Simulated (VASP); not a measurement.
Wanted: the native input for a VASP 6.6.1 run.

```yaml
Task: single point
Functional: r2SCAN
Potentials_or_basis: VASP PAW PBE potentials, release 64 (P)
Cutoff: 520 eV
k_mesh: 18 × 18 × 18
Occupations: gaussian, width 0.15 eV
Spin: no spin polarisation
Dipole_correction: no
Further_INCAR_settings: ALGO = Normal; EDIFF = 1e-06; NBANDS = 12
```

The system is P.

```
P
1.0
     1.77750    1.02624    3.17663
    -1.77750    1.02624    3.17663
     0.00000   -2.05248    3.17663
P
2
Cartesian
  0.0000 0.0000 2.1640
  0.0000 0.0000 7.3658
```

This cell differs from its parent crystal: strain +0.030 along x and y, +0.015 along z.

One way to write it, as run:

POSCAR

```
P
1.0
    1.7774969333      1.0262383330      3.1766252123
   -1.7774969333      1.0262383330      3.1766252123
    0.0000000000     -2.0524766659      3.1766252123
P
2
Direct
    0.2270802500      0.2270802500      0.2270802500
    0.7729197500      0.7729197500      0.7729197500
```

INCAR.step1

```
SYSTEM = P
PREC = Accurate
ENCUT = 520
ISMEAR = 0
SIGMA = 0.15
LREAL = .False.
LASPH = .True.
NELM = 80
NBANDS = 12
GGA = PE
ALGO = Normal
EDIFF = 1E-4
LWAVE = .True.
LCHARG = .False.
```

INCAR.step2

```
SYSTEM = P
PREC = Accurate
ENCUT = 520
EDIFF = 1E-6
ISMEAR = 0
SIGMA = 0.15
LREAL = .False.
LASPH = .True.
NELM = 80
ALGO = Normal
ISIF = 2
LWAVE = .False.
LCHARG = .False.
METAGGA = R2SCAN
LMIXTAU = .True.
NBANDS = 12
ISTART = 1
```

KPOINTS

```
Automatic mesh
0
Gamma
  18 18 18
  0 0 0
```

Potentials or basis: VASP PAW PBE potentials, release 64 (P).

The run is started by

```console
$ cat potpaw_PBE.64/P/POTCAR > POTCAR
$ cp INCAR.step1 INCAR
$ mpirun -np 1 vasp_std > vasp.out
$ cp INCAR.step2 INCAR
$ mpirun -np 1 vasp_std > vasp.out
```

Results of the run:

```yaml
Pressure: -6.3 GPa
Largest_force: 0.409 eV/Å
Band_gap_on_the_k_mesh: zero (bands 5 and 6 overlap by 0.57 eV)
```

Caveat: the cell differs from its parent crystal (strain +0.030 along x and y, +0.015 along z); the cell stands under tension; the PAW data sets were made with another functional, which shifts forces and pressure a little.

Run time: 13 min on 1 thread of Oxide Virtual Turin-like Processor, with other jobs on the host, peak memory 0.27 GiB.
